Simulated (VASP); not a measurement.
# Fe (I4/mmm) in VASP: notebook

Fe is run at these levels: PBE; tasks: single point.

Program: VASP 6.6.1. These are calculated values, not measurements. Logs are shortened: lines on timing, memory, paths and dates and some standing lists are left out, and cuts for length are marked.

### 1 The cell of the first run

The structure is tetragonal, space group I4/mmm (No. 139). The conventional cell has a = 2.832 Å, b = 2.832 Å, c = 2.520 Å, α = 90.00°, β = 90.00°, γ = 90.00°. Fe (site symmetry 4/mmm) has 14 Fe at 2.37 to 2.83 Å within 3.1 Å.

### 2 Single point, PBE, collinear spin, ferromagnetic start (normal strain along x -0.1100, normal strain along z +0.0000)

The input, INCAR:

```
SYSTEM = Fe
PREC     = Accurate       ! precision mode
ENCUT    = 520            ! plane-wave cutoff, eV
EDIFF    = 1E-6           ! SCF threshold, eV
ISMEAR   = 0              ! smearing method
SIGMA    = 0.15           ! smearing width, eV
LREAL    = .FALSE.        ! projectors in reciprocal space
LASPH    = .TRUE.         ! aspherical terms in the spheres
NELM     = 150            ! most SCF steps
ALGO     = Normal         ! electronic algorithm
ISIF     = 2              ! what is computed and relaxed
LWAVE    = .FALSE.        ! write WAVECAR
LCHARG   = .FALSE.        ! write CHGCAR
ISPIN    = 2              ! spin polarisation
MAGMOM   = 2.44           ! initial moments
LORBIT   = 11             ! projections on sites
LMAXMIX  = 4              ! l up to which the mixer works
GGA      = PE             ! functional
NBANDS   = 14             ! bands
```

The input, KPOINTS:

```
Automatic mesh
0
G
  10 10 10
  0 0 0
```

The input, POSCAR:

```
Fe
1.0
   -1.2600398249      1.4157750842      1.4157750842
    1.2600398249     -1.4157750842      1.4157750842
    1.2600398249      1.4157750842     -1.4157750842
Fe
1
Direct
    0.0000000000      0.0000000000      0.0000000000
```

Potentials or basis: VASP PAW PBE potentials, release 64 (Fe).

Started as:

```
$ cat potpaw_PBE.64/Fe/POTCAR > POTCAR
$ mpirun -np 1 vasp_std > vasp.out
```

OUTCAR:

```text
SYSTEM = Fe
   PREC = Accurate
   ENCUT = 520
   EDIFF = 1E-6
   ISMEAR = 0
   LREAL = .FALSE.
   LASPH = .TRUE.
   NELM = 150
   ISIF = 2
   ISPIN = 2
   LORBIT = 11
   GGA = PE

 ion  position               nearest neighbor table
   1  0.000  0.000  0.000-

  LATTYP: Found a body centered tetragonal cell.
 ALAT       =     2.8315501684
 C/A-ratio  =     0.8900000000

  Lattice vectors:

 A1 = (  -1.2600398249,   1.4157750842,  -1.4157750842)
 A2 = (  -1.2600398249,  -1.4157750842,   1.4157750842)
 A3 = (   1.2600398249,   1.4157750842,   1.4157750842)

Analysis of symmetry for initial positions (statically):
=====================================================================
 Subroutine PRICEL returns:
 Original cell was already a primitive cell.

 Routine SETGRP: Setting up the symmetry group for a
 body centered tetragonal supercell.

 Subroutine GETGRP returns: Found 16 space group operations
 (whereof 16 operations were pure point group operations)
 out of a pool of 16 trial point group operations.

The static configuration has the point symmetry D_4h.

Analysis of symmetry for dynamics (positions and initial velocities):
=====================================================================
 Subroutine PRICEL returns:
 Original cell was already a primitive cell.

 Routine SETGRP: Setting up the symmetry group for a
 body centered tetragonal supercell.

 Subroutine GETGRP returns: Found 16 space group operations
 (whereof 16 operations were pure point group operations)
 out of a pool of 16 trial point group operations.

The dynamic configuration has the point symmetry D_4h.

Analysis of structural, dynamic, and magnetic symmetry:
=====================================================================
 Subroutine PRICEL returns:
 Original cell was already a primitive cell.

 Routine SETGRP: Setting up the symmetry group for a
 body centered tetragonal supercell.

 Subroutine GETGRP returns: Found 16 space group operations
 (whereof 16 operations were pure point group operations)
 out of a pool of 16 trial point group operations.

The overall configuration has the point symmetry D_4h.

 Subroutine INISYM returns: Found 16 space group operations
 (whereof 16 operations are pure point group operations),
 and found     1 'primitive' translations

----------------------------------------------------------------------------------------

                                     Primitive cell

  volume of cell :      10.1026

  direct lattice vectors                    reciprocal lattice vectors
    -1.260039825  1.415775084  1.415775084     0.000000000  0.353163441  0.353163441
     1.260039825 -1.415775084  1.415775084     0.396812855  0.000000000  0.353163441
     1.260039825  1.415775084 -1.415775084     0.396812855  0.353163441  0.000000000

  length of vectors
     2.365700433  2.365700433  2.365700433     0.499448528  0.531210747  0.531210747

  position of ions in fractional coordinates (direct lattice)
     0.000000000  0.000000000  0.000000000

  ion indices of the primitive-cell ions
   primitive index   ion index
                 1           1

----------------------------------------------------------------------------------------

 KPOINTS: Automatic mesh

Automatic generation of k-mesh.
 Grid dimensions read from file:
 generate k-points for:   10   10   10

 Generating k-lattice:

  Cartesian coordinates                     Fractional coordinates (reciprocal lattice)
     0.000000000  0.035316344  0.035316344     0.100000000  0.000000000  0.000000000
     0.039681285  0.000000000  0.035316344    -0.000000000  0.100000000  0.000000000
     0.039681285  0.035316344  0.000000000    -0.000000000  0.000000000  0.100000000

  Length of vectors
     0.049944853  0.053121075  0.053121075

  Shift w.r.t. Gamma in fractional coordinates (k-lattice)
     0.000000000  0.000000000  0.000000000

 Subroutine IBZKPT returns following result:
 ===========================================

 Found    102 irreducible k-points:

 Following reciprocal coordinates:
            Coordinates               Weight
  0.000000  0.000000  0.000000      1.000000
  0.100000  0.000000  0.000000      4.000000
  0.200000  0.000000  0.000000      4.000000
  0.300000  0.000000  0.000000      4.000000
  0.400000  0.000000  0.000000      4.000000
  0.500000  0.000000  0.000000      2.000000
[... 16 lines left out ...]
  0.000000  0.400000 -0.000000      8.000000
  0.100000  0.400000  0.000000     16.000000
 [... further k-points ...]
   k-points           NKPTS =    102   k-points in BZ     NKDIM =    102   number of bands    NBANDS=     14
   number of dos      NEDOS =    301   number of ions     NIONS =      1
   total plane-waves  NPLWV =   5832
   dimension x,y,z NGX =    18 NGY =   18 NGZ =   18
   dimension x,y,z NGXF=    36 NGYF=   36 NGZF=   36
   ions per type =               1
   NGX,Y,Z   is equivalent  to a cutoff of  12.65, 12.65, 12.65 a.u.
   NGXF,Y,Z  is equivalent  to a cutoff of  25.30, 25.30, 25.30 a.u.
 SYSTEM =  Fe
   PREC   = accura    normal or accurate (medium, high low for compatibility)
   ISTART =      0    job   : 0-new  1-cont  2-samecut
   ICHARG =      2    charge: 1-file 2-atom 10-const
   ISPIN  =      2    spin polarized calculation?
   LNONCOLLINEAR =      F non collinear calculations
   LSORBIT =      F    spin-orbit coupling
   LASPH  =      T    aspherical Exc in radial PAW
   ENCUT  =  520.0 eV  38.22 Ry    6.18 a.u.   4.40  4.40  4.40*2*pi/ulx,y,z
   NELM   =    150;   NELMIN=  2; NELMDL= -5     # of ELM steps
   EDIFF  = 0.1E-05   stopping-criterion for ELM
   LREAL  =      F    real-space projection
   EDIFFG = 0.1E-04   stopping-criterion for IOM
   NSW    =      0    number of steps for IOM
   IBRION =     -1    ionic relax: 0-MD 1-quasi-New 2-CG
   NFREE  =      0    steps in history (QN), initial steepest desc. (CG)
   ISIF   =      2    stress and relaxation
   ISYM   =      2    0-nonsym 1-usesym 2-fastsym
   POTIM  = 0.5000    time-step for ionic-motion
   TEBEG  =    0.0;   TEEND  =   0.0 temperature during run
   PSTRESS=    0.0 pullay stress
   NELECT =       8.0000    total number of electrons
   NUPDOWN=      -1.0000    fix difference up-down
   EMIN   =  10.00;   EMAX   =-10.00  energy-range for DOS
   EFERMI =   0.00;   METHOD = LEGACY
   ISMEAR =     0;   SIGMA  =   0.15  broadening in eV -4-tet -1-fermi 0-gaus
   EFERMI_NEDOS =   21; number of points for ismear=-14 and -15
   IALGO  =     38    algorithm
   IMIX   =      4    mixing-type and parameters
     AMIX     =   0.40;   BMIX     =  1.00
     AMIX_MAG =   1.60;   BMIX_MAG =  1.00
  volume/ion in A,a.u.               =      10.10        68.18
  Fermi-wavevector in a.u.,A,eV,Ry     =   1.514586  2.862152 31.211361  2.293970
  Thomas-Fermi vector in A             =   2.624224
   LORBIT       =     11    0 simple, 1 ext, 2 COOP (PROOUT), +10 PAW based schemes
   GGA     = PE    functional components
   LHFCALC =     F    Hartree Fock is set to
   AEXX    =    0.0000 exact exchange contribution
   IVDW    =     0    specifies the selected vdW correction
   LEPSILON=     F    determine dielectric tensor
   LRPA    =     F    only Hartree local field effects (RPA)
 spin polarized calculation
 Gauss-broadening in eV      SIGMA  =   0.15
  energy-cutoff  :      520.00
  volume of cell :       10.10
 maximum number of plane-waves:       293
 NGX is ok and might be reduce to    18
   NGX =  9   NGY =  9   NGZ =  9

 number of electron       8.0000008 magnetization       1.9103801

 Free energy of the ion-electron system (eV)
  ---------------------------------------------------
  ext. energy  EPLUGINS =         0.00000000
  ---------------------------------------------------
  free energy    TOTEN  =        -8.08737200 eV

  energy without entropy =       -8.07455926  energy(sigma->0) =       -8.08096563

 E-fermi :   7.2043     XC(G=0): -13.7996

 val. band max:        7.1869857155   @ k =   0.4000  -0.4000   0.3000
 cond. band min:       7.2056809349   @ k =   0.1000   0.5000  -0.0000
 fundamental gap:      0.0186952195
 Fermi energy:         7.2043464526

 spin component 1

 k-point     1 :       0.0000    0.0000    0.0000
  band No.  band energies     occupation
      1      -2.0279      1.00000
      2       4.1423      1.00000
      3       4.9561      1.00000
      4       4.9561      1.00000
      5       5.5789      1.00000
      6       6.3569      1.00000
      7      32.1704      0.00000
      8      32.1704      0.00000
      9      35.5531      0.00000
     10      38.4038      0.00000
     11      39.4745      0.00000
     12      40.3519      0.00000
     13      42.0843      0.00000
     14      42.0843      0.00000
[... 375 lines left out ...]
 k-point    24 :       0.1000    0.4000    0.0000
  band No.  band energies     occupation
      1       1.7458      1.00000
      2       3.1443      1.00000
      3       5.7222      1.00000
      4       6.2137      1.00000
      5       7.0510      0.92593
      6       9.2116      0.00000
      7      17.0047      0.00000
      8      24.1307      0.00000
      9      27.5455      0.00000
     10      32.8962      0.00000
     11      38.2602      0.00000
     12      43.0730      0.00000
     13      48.9173      0.00000
     14      52.7683      0.00000

 [... further k-points ...]

 spin component 2

 k-point     1 :       0.0000    0.0000    0.0000
  band No.  band energies     occupation
      1      -1.8344      1.00000
      2       5.5789      1.00000
      3       6.6666      1.00000
      4       6.6667      1.00000
      5       7.8659      0.00000
      6       9.0545      0.00000
      7      32.0455      0.00000
      8      32.0455      0.00000
      9      35.4369      0.00000
     10      38.7868      0.00000
     11      40.0210      0.00000
     12      40.4237      0.00000
     13      43.1045      0.00000
     14      43.1045      0.00000
[... 375 lines left out ...]
 k-point    24 :       0.1000    0.4000    0.0000
  band No.  band energies     occupation
      1       2.8861      1.00000
      2       4.5141      1.00000
      3       6.9938      0.97645
      4       8.5121      0.00000
      5       9.1518      0.00000
      6      10.5254      0.00000
      7      18.0918      0.00000
      8      24.5401      0.00000
      9      27.9787      0.00000
     10      33.3103      0.00000
     11      38.8296      0.00000
     12      43.2832      0.00000
     13      49.2086      0.00000
     14      53.5873      0.00000

 [... further k-points ...]
[... 5 lines left out ...]
  --------------------------------------------------------------------------------------
  -------------------------------------------------------------------------------------
  Total        2.8544005      1.3239166      1.3239166      0.0000000      0.0000000     -0.0000000
  in kB      452.6814558    209.9609009    209.9609009      0.0000000      0.0000000     -0.0000000
  external PRESSURE =     290.8677526 kB  Pullay stress =       0.0000000 kB

 VOLUME and BASIS-vectors are now :
 -----------------------------------------------------------------------------
  energy-cutoff  :      520.00
  volume of cell :       10.10
      direct lattice vectors                 reciprocal lattice vectors
    -1.260039825  1.415775084  1.415775084     0.000000000  0.353163441  0.353163441
     1.260039825 -1.415775084  1.415775084     0.396812855  0.000000000  0.353163441
     1.260039825  1.415775084 -1.415775084     0.396812855  0.353163441  0.000000000

 POSITION                                       TOTAL-FORCE (eV/Angst)
 -----------------------------------------------------------------------------------
      0.00000      0.00000      0.00000        -0.000000      0.000000     -0.000000
 -----------------------------------------------------------------------------------
    total drift:                                0.000000      0.000000      0.000000

  FREE ENERGIE OF THE ION-ELECTRON SYSTEM (eV)
  ---------------------------------------------------
  free  energy   TOTEN  =        -8.0873719999 eV

  energy  without entropy=       -8.0745592617  energy(sigma->0) =       -8.08096563

 total charge

# of ion       s       p       d       tot
------------------------------------------
    1        0.544   0.658   6.344   7.546

 magnetization (x)

# of ion       s       p       d       tot
------------------------------------------
    1       -0.011  -0.051   1.951   1.889
```

Run time: 17 s. Hardware: 1 thread of Intel Xeon Platinum 8488C (Sapphire Rapids), shared host; peak memory 0.14 GiB.

What came out:

| Quantity | Value |
| --- | --- |
| Free energy | -8.0874 eV |
| Pressure | 29.1 GPa |
| Net moment | 1.91 μB per cell |
| Site moments | Fe +1.89 μB |
| Valence electrons inside the program's atomic spheres | Fe 7.55 |

Caveat: the cell differs from its parent crystal (normal strain along x -0.1100, normal strain along z +0.0000).

### 3 Single point, PBE, collinear spin, ferromagnetic start (normal strain along x -0.0733, normal strain along z +0.0000)

The input, INCAR:

```
PREC = Accurate
ENCUT = 520
EDIFF = 1E-7
ISMEAR = 0
SIGMA = 0.15
LREAL = F
LASPH = T
NELM = 150
ALGO = Normal
ISIF = 2
LWAVE = F
LCHARG = F
ISPIN = 2
MAGMOM = 2.44
LORBIT = 11
LMAXMIX = 4
GGA = PE
NBANDS = 14
```

The input, KPOINTS:

```
Automatic mesh
0
Gamma
  10 10 10
```

The input, POSCAR:

```
Fe
1.0
   -1.3119987705      1.4157750842      1.4157750842
    1.3119987705     -1.4157750842      1.4157750842
    1.3119987705      1.4157750842     -1.4157750842
Fe
1
Direct
    0.0000000000      0.0000000000      0.0000000000
```

Potentials or basis: VASP PAW PBE potentials, release 64 (Fe).

Started as:

```
$ cat potpaw_PBE.64/Fe/POTCAR > POTCAR
$ mpirun -np 1 vasp_std > vasp.out
```

It took 21 s on 1 thread of Intel Xeon Platinum 8488C (Sapphire Rapids), shared host; peak memory 0.14 GiB.

Results (log left out):

| Quantity | Value |
| --- | --- |
| Free energy | -8.1855 eV |
| Pressure | 18.1 GPa |
| Net moment | 2.06 μB per cell |
| Site moments | Fe +2.05 μB |
| Valence electrons inside the program's atomic spheres | Fe 7.44 |

Stress tensor (GPa, compression positive):
```
29.32  0.00  0.00
 0.00 12.44  0.00
 0.00  0.00 12.44
```

Levels at points of the mesh, in eV from the Fermi level:
Spin up:
```tsv
k point	band 3	band 4	band 5	band 6	band 7	band 8
(0.00, 0.00, 0.00)	-2.33	-2.33	-1.44	-0.97	25.01	25.01
(0.50, 0.00, 0.00)	-1.42	-1.13	-0.03	0.43	7.46	20.12
(0.00, 0.50, 0.00)	-1.17	-0.59	0.50	0.69	8.32	18.44
(0.50, 0.50, 0.50)	0.14	0.14	0.30	9.41	9.41	12.59
```
Spin down:
| k point | band 1 | band 2 | band 3 | band 4 | band 5 | band 6 |
| --- | --- | --- | --- | --- | --- | --- |
| (0.00, 0.00, 0.00) | -8.79 | -1.16 | -0.50 | -0.50 | 1.10 | 1.79 |
| (0.50, 0.00, 0.00) | -4.23 | -1.65 | 0.09 | 0.87 | 1.62 | 2.53 |
| (0.00, 0.50, 0.00) | -4.21 | -2.39 | 0.83 | 1.40 | 2.02 | 2.55 |
| (0.50, 0.50, 0.50) | -3.77 | -3.57 | 2.21 | 2.21 | 2.27 | 9.68 |

Caveat: the cell differs from its parent crystal (normal strain along x -0.0733, normal strain along z +0.0000).

(Continued in part 2 of 2.)
